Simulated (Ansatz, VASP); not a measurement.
**CsI: VASP beside Ansatz**

```
Cs I
1.0
     4.57076    0.00000    0.00000
     0.00000    4.57076    0.00000
     0.00000    0.00000    4.57076
Cs I
1 1
Direct
  0.00000 0.00000 0.00000
  0.50000 0.50000 0.50000
```

Alike in both runs: task single point; functional PBE; k mesh 4 × 4 × 4; no spin polarisation.

```csv
,VASP,Ansatz
version,VASP 6.6.1,Ansatz 0.2.0
potentials or method,"VASP PAW PBE potentials, release 64 (Cs_sv, I)","plane waves, PAW"
plane-wave cutoff (eV),500,420
occupations,"gaussian, width 0.01 eV",fixed
valence electrons in the cell,16,26
```

|  | VASP | Ansatz | Ansatz less VASP |
| --- | --- | --- | --- |
| gap on the k mesh at the Fermi level (eV) | 3.87 | 3.88 | +0.014 |
| pressure (GPa) | 0.8 | 0.7 | -0.04 |

VASP's potentials hold 16 valence electrons a cell and Ansatz's 26, so a difference there can come from the potentials and not from the codes.

Neither program's run includes spin-orbit coupling.
